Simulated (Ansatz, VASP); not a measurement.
# Two plane-wave programs on Si2W

```
W Si
1.0
    -1.60690    1.60690    3.91495
     1.60690   -1.60690    3.91495
     1.60690    1.60690   -3.91495
W Si
1 2
Direct
  0.00000 0.00000 0.00000
  0.66530 0.66530 0.00000
  0.33470 0.33470 0.00000
```

Alike in both runs: task relaxation of cell and atoms; functional PBEsol; k mesh 12 × 12 × 12; occupations fermi-dirac, width 0.05 eV; no spin polarisation; Hubbard terms W d U = 6.0 eV.

```csv
,VASP,Ansatz
version,VASP 6.6.1,Ansatz 0.2.0
potentials or method,"VASP PAW PBE potentials, release 64 (W_sv, Si)",Ansatz PAW
plane-wave cutoff (eV),600,420
valence electrons in the cell,22,22
```

```tsv
	VASP	Ansatz	Ansatz less VASP
gap on the k mesh at the Fermi level, each at its own relaxed structure (eV)	none	none	-
relaxed volume (Å³/atom)	13.75	13.34	-0.404
relaxed cell length with the largest relative difference (Å)	4.552	4.502	-0.0504
```

VASP's potentials were made for PBE, not for PBEsol. The programs project onto different local orbitals, so the same U acts differently, and such runs can settle in different states. A gap of «none» marks a metal or a gap that the smearing closes.

Spin-orbit coupling is off throughout. Noted on Ansatz's run: the plane-wave basis is chosen anew once the cell has moved, so the energies of steps on either side of that aren't comparable.
